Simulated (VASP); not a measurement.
Runs of VASP 6.6.1 on TaAs. The structure is that of space group P6_3/mmc (No. 194), or close to it. The cells are those of the table. The cell was built from a structure type or drawn by symmetry, and may not be a known phase.

```tsv
task	cell	k mesh	cutoff (eV)	gap on the mesh (eV)	pressure (GPa)
single point	a = 3.881, b = 3.881, c = 5.850 Å, angles 90.0, 90.0, 120.0°, 4 atoms	6 × 6 × 4	520	none	44.8
single point	a = 4.322, b = 4.322, c = 5.314 Å, angles 90.0, 90.0, 120.0°, 4 atoms	6 × 6 × 4	520	none	0.6
relaxation of cell and atoms	relaxed from a = 3.881, b = 3.881, c = 5.850 Å, angles 90.0, 90.0, 120.0°, 4 atoms	6 × 6 × 4	600	none	-0.1
single point	a = 4.323, b = 4.323, c = 5.327 Å, angles 90.0, 90.0, 120.0°, 4 atoms	12 × 12 × 10	520	none	(a)
```

Alike in all rows: level PBE; potentials or basis VASP PAW PBE potentials, release 64 (Ta_pv, As); no spin polarisation; smearing gaussian 0.1 eV.

Estimate the missing entries.

(a) 0.3.

Caveats: spin-orbit coupling is left out, which moves the levels of the heavy elements; the cell stands under pressure (at least some runs).

A k mesh can miss the band edges, and the runs leave out spin-orbit coupling on As, Ta.

A gap of «none» marks levels without a gap at the run's occupations.
